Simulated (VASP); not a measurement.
# Cd (R-3m) in VASP: further runs

Aim: see how the results for Cd move with the level of theory and the settings. Levels: PBEsol, SVWN5. Tasks: single point.

Program: VASP 6.6.1. These are calculated values, not measurements. Logs are shortened: lines on timing, memory, paths and dates and some standing lists are left out, and cuts for length are marked.

### Step 1. The cell of the first run

The structure is trigonal, space group R-3m (No. 166). The conventional cell has a = 3.216 Å, b = 3.216 Å, c = 7.348 Å, α = 90.00°, β = 90.00°, γ = 120.00°. Cd (site symmetry -3m) has 12 Cd at 3.07 to 3.22 Å within 4.0 Å.

### Step 2. Single point, PBEsol

INCAR

```
SYSTEM = Cd
PREC     = Accurate       ! precision mode
ENCUT    = 520            ! plane-wave cutoff, eV
EDIFF    = 1E-7           ! SCF threshold, eV
ISMEAR   = 0              ! smearing method
SIGMA    = 0.05           ! smearing width, eV
LREAL    = .False.        ! projectors in reciprocal space
LASPH    = .True.         ! aspherical terms in the spheres
NELM     = 80             ! most SCF steps
ALGO     = Normal         ! electronic algorithm
ISIF     = 2              ! what is computed and relaxed
LWAVE    = .False.        ! write WAVECAR
LCHARG   = .False.        ! write CHGCAR
GGA      = PS             ! functional
NBANDS   = 12             ! bands
```

KPOINTS

```
Automatic mesh
0
Gamma
  10 10 10
  0 0 0
```

POSCAR

```
Cd
1.0
    3.0735461300      0.0000000000      0.0000000000
    1.3909569376      2.7407890490      0.0000000000
    1.3909569376      0.8539180026      2.6043710672
Cd
1
Direct
    0.0000000000      0.0000000000      0.0000000000
```

Potentials or basis: VASP PAW PBE potentials, release 64 (Cd).

The run is started by

```bash
cat potpaw_PBE.64/Cd/POTCAR > POTCAR
mpirun -np 1 vasp_std > vasp.out
```

OUTCAR:

```text
SYSTEM = Cd
   PREC = Accurate
   ENCUT = 520
   EDIFF = 1E-7
   ISMEAR = 0
   LREAL = .False.
   LASPH = .True.
   NELM = 80
   ISIF = 2
   GGA = PS

 ion  position               nearest neighbor table
   1  0.000  0.000  0.000-

  LATTYP: Found a trigonal (rhomboedric) cell.
 ALAT       =     3.0735461300
 COS(alpha) =     0.4525576903

  Lattice vectors:

 A1 = (   3.0735461300,   0.0000000000,   0.0000000000)
 A2 = (   1.3909569376,   2.7407890490,   0.0000000000)
 A3 = (   1.3909569376,   0.8539180026,   2.6043710672)

Analysis of symmetry for initial positions (statically):
=====================================================================
 Subroutine PRICEL returns:
 Original cell was already a primitive cell.

 Routine SETGRP: Setting up the symmetry group for a
 trigonal (rhombohedral) supercell.

 Subroutine GETGRP returns: Found 12 space group operations
 (whereof 12 operations were pure point group operations)
 out of a pool of 12 trial point group operations.

The static configuration has the point symmetry D_3d.

Analysis of symmetry for dynamics (positions and initial velocities):
=====================================================================
 Subroutine PRICEL returns:
 Original cell was already a primitive cell.

 Routine SETGRP: Setting up the symmetry group for a
 trigonal (rhombohedral) supercell.

 Subroutine GETGRP returns: Found 12 space group operations
 (whereof 12 operations were pure point group operations)
 out of a pool of 12 trial point group operations.

The dynamic configuration has the point symmetry D_3d.

 Subroutine INISYM returns: Found 12 space group operations
 (whereof 12 operations are pure point group operations),
 and found     1 'primitive' translations

----------------------------------------------------------------------------------------

                                     Primitive cell

  volume of cell :      21.9391

  direct lattice vectors                    reciprocal lattice vectors
     3.073546130  0.000000000  0.000000000     0.325357082 -0.165119490 -0.119629337
     1.390956938  2.740789049  0.000000000     0.000000000  0.364858434 -0.119629337
     1.390956938  0.853918003  2.604371067     0.000000000  0.000000000  0.383969862

  length of vectors
     3.073546130  3.073546130  3.073546130     0.383969862  0.383969862  0.383969862

[... 78 lines left out ...]
   EDIFF  = 0.1E-06   stopping-criterion for ELM
   LREAL  =      F    real-space projection
   EDIFFG = 0.1E-05   stopping-criterion for IOM
   NSW    =      0    number of steps for IOM
   IBRION =     -1    ionic relax: 0-MD 1-quasi-New 2-CG
   NFREE  =      0    steps in history (QN), initial steepest desc. (CG)
   ISIF   =      2    stress and relaxation
   ISYM   =      2    0-nonsym 1-usesym 2-fastsym
   POTIM  = 0.5000    time-step for ionic-motion
   TEBEG  =    0.0;   TEEND  =   0.0 temperature during run
   PSTRESS=    0.0 pullay stress
   NELECT =      12.0000    total number of electrons
   NUPDOWN=      -1.0000    fix difference up-down
   EMIN   =  10.00;   EMAX   =-10.00  energy-range for DOS
   EFERMI =   0.00;   METHOD = LEGACY
   ISMEAR =     0;   SIGMA  =   0.05  broadening in eV -4-tet -1-fermi 0-gaus
   EFERMI_NEDOS =   21; number of points for ismear=-14 and -15
   IALGO  =     38    algorithm
   IMIX   =      4    mixing-type and parameters
     AMIX     =   0.40;   BMIX     =  1.00
     AMIX_MAG =   1.60;   BMIX_MAG =  1.00
  volume/ion in A,a.u.               =      21.94       148.05
  Fermi-wavevector in a.u.,A,eV,Ry     =   1.338842  2.530044 24.388398  1.792497
  Thomas-Fermi vector in A             =   2.467280
   LORBIT       =      0    0 simple, 1 ext, 2 COOP (PROOUT), +10 PAW based schemes
   GGA     = PS    functional components
   LHFCALC =     F    Hartree Fock is set to
   AEXX    =    0.0000 exact exchange contribution
   IVDW    =     0    specifies the selected vdW correction
   LEPSILON=     F    determine dielectric tensor
   LRPA    =     F    only Hartree local field effects (RPA)
 non-spin polarized calculation
 Gauss-broadening in eV      SIGMA  =   0.05
  energy-cutoff  :      520.00
  volume of cell :       21.94
 maximum number of plane-waves:       602
   NGX = 11   NGY = 11   NGZ = 11

 number of electron      11.9999997 magnetization

 Free energy of the ion-electron system (eV)
  ---------------------------------------------------
  ext. energy  EPLUGINS =         0.00000000
  ---------------------------------------------------
  free energy    TOTEN  =        -1.18505645 eV

  energy without entropy =       -1.18466207  energy(sigma->0) =       -1.18485926

 E-fermi :   2.5806     XC(G=0): -11.1334

 val. band max:        2.5650056694   @ k =   0.5000   0.1000   0.1000
 cond. band min:       2.7560143331   @ k =  -0.4000   0.1000   0.0000
 fundamental gap:      0.1910086637
 Fermi energy:         2.5805677395

 k-point     1 :       0.0000    0.0000    0.0000
  band No.  band energies     occupation
      1      -6.5372      2.00000
      2      -6.5372      2.00000
      3      -6.3385      2.00000
      4      -6.1308      2.00000
      5      -5.9695      2.00000
      6      -5.9695      2.00000
      7      16.0898      0.00000
      8      16.7296      0.00000
      9      16.7296      0.00000
     10      19.5708      0.00000
     11      20.2399      0.00000
     12      20.2399      0.00000
[... 331 lines left out ...]
 k-point    24 :       0.4000    0.3000   -0.0000
  band No.  band energies     occupation
      1      -6.9473      2.00000
      2      -6.7388      2.00000
      3      -5.8391      2.00000
      4      -5.8373      2.00000
      5      -5.6302      2.00000
      6      -1.5084      2.00000
      7       7.8788      0.00000
      8       9.2023      0.00000
      9      11.3444      0.00000
     10      14.8146      0.00000
     11      15.0805      0.00000
     12      26.1561      0.00000

 [... further k-points ...]
[... 5 lines left out ...]
  --------------------------------------------------------------------------------------
  -------------------------------------------------------------------------------------
  Total       -0.2420159     -0.2655617     -0.2723276      0.0231976      0.0103178      0.0168067
  in kB      -17.6740609    -19.3935696    -19.8876772      1.6940894      0.7534912      1.2273705
  external PRESSURE =     -18.9851026 kB  Pullay stress =       0.0000000 kB

 VOLUME and BASIS-vectors are now :
 -----------------------------------------------------------------------------
  energy-cutoff  :      520.00
  volume of cell :       21.94
      direct lattice vectors                 reciprocal lattice vectors
     3.073546130  0.000000000  0.000000000     0.325357082 -0.165119490 -0.119629337
     1.390956938  2.740789049  0.000000000     0.000000000  0.364858434 -0.119629337
     1.390956938  0.853918003  2.604371067     0.000000000  0.000000000  0.383969862

 POSITION                                       TOTAL-FORCE (eV/Angst)
 -----------------------------------------------------------------------------------
      0.00000      0.00000      0.00000         0.000000      0.000000      0.000000
 -----------------------------------------------------------------------------------
    total drift:                               -0.000000     -0.000000      0.000000

  FREE ENERGIE OF THE ION-ELECTRON SYSTEM (eV)
  ---------------------------------------------------
  free  energy   TOTEN  =        -1.1850564490 eV

  energy  without entropy=       -1.1846620717  energy(sigma->0) =       -1.18485926
```

It took 21 s on 1 thread of AMD EPYC 7R43 (Zen 3), shared host; peak memory 0.12 GiB.

Results:

| Property | Result |
| --- | --- |
| Free energy | -1.1851 eV |
| Pressure | -1.9 GPa |
| Band gap on the k mesh | zero (band 6 reaches 3.90 eV, above the bottom of band 7 at 1.00 eV) |

Caveat: the PAW data sets were made with another functional, which shifts forces and pressure a little.

### Step 3. Single point, SVWN5, collinear spin, ferromagnetic start

INCAR

```
SYSTEM = Cd
PREC = Accurate
ENCUT = 520
EDIFF = 1E-6
ISMEAR = 0
SIGMA = 0.1
LREAL = .FALSE.
LASPH = .TRUE.
NELM = 150
ALGO = Normal
ISIF = 2
LWAVE = .FALSE.
LCHARG = .TRUE.
ISPIN = 2
MAGMOM = -0.3
LORBIT = 11
GGA = VW
LELF = .TRUE.
LVHAR = .TRUE.
NBANDS = 16
```

KPOINTS

```
regular mesh
0
G
  10 10 10
  0 0 0
```

POSCAR

```
Cd
1.0
    3.0735461310      0.0000000000      0.0000000000
    1.3909569380      2.7407890499      0.0000000000
    1.3909569380      0.8539180029      2.6043710681
Cd
1
Direct
    0.0000000000      0.0000000000      0.0000000000
```

Potentials or basis: VASP PAW PBE potentials, release 64 (Cd).

The run is started by

```bash
cat potpaw_PBE.64/Cd/POTCAR > POTCAR
mpirun -np 1 vasp_std > vasp.out
```

It took 50 s on 1 thread of AMD EPYC 7R13 (Zen 3), shared host; peak memory 0.14 GiB.

It converged, with:

| Quantity | Value |
| --- | --- |
| Free energy | 47.0406 eV |
| Pressure | -4.6 GPa |
| Band gap on the k mesh | zero (filled and empty bands overlap) |
| Net moment | 0.00 μB per cell |
| Valence electrons inside the program's atomic spheres | Cd 10.31 |

Levels at points of the mesh, in eV from the Fermi level:
Spin up:
```tsv
k point	band 2	band 3	band 4	band 5	band 6	band 7	band 8	band 9	band 10	band 11
(0.00, 0.00, 0.00)	-9.15	-8.95	-8.74	-8.58	-8.58	13.59	14.06	14.06	16.94	17.70
(0.50, 0.00, 0.00)	-9.18	-8.91	-8.31	-8.18	-2.39	-1.65	12.36	12.56	14.03	16.35
(0.50, 0.50, 0.00)	-9.61	-8.28	-8.14	-8.09	-0.78	1.32	6.00	7.52	10.42	11.93
(0.50, 0.50, 0.50)	-9.07	-9.07	-8.17	-8.17	-1.89	-0.51	11.36	11.36	12.52	15.64
```
Spin down:
```tsv
k point	band 2	band 3	band 4	band 5	band 6	band 7	band 8	band 9	band 10	band 11
(0.00, 0.00, 0.00)	-9.09	-8.90	-8.72	-8.51	-8.51	13.59	14.08	14.08	16.95	17.72
(0.50, 0.00, 0.00)	-9.12	-8.84	-8.24	-8.11	-2.38	-1.63	12.37	12.57	14.04	16.37
(0.50, 0.50, 0.00)	-9.56	-8.21	-8.07	-8.02	-0.77	1.35	6.01	7.53	10.44	11.95
(0.50, 0.50, 0.50)	-9.01	-9.01	-8.10	-8.10	-1.88	-0.48	11.38	11.38	12.52	15.66
```

Caveat: the PAW data sets were made with another functional, which shifts forces and pressure a little.
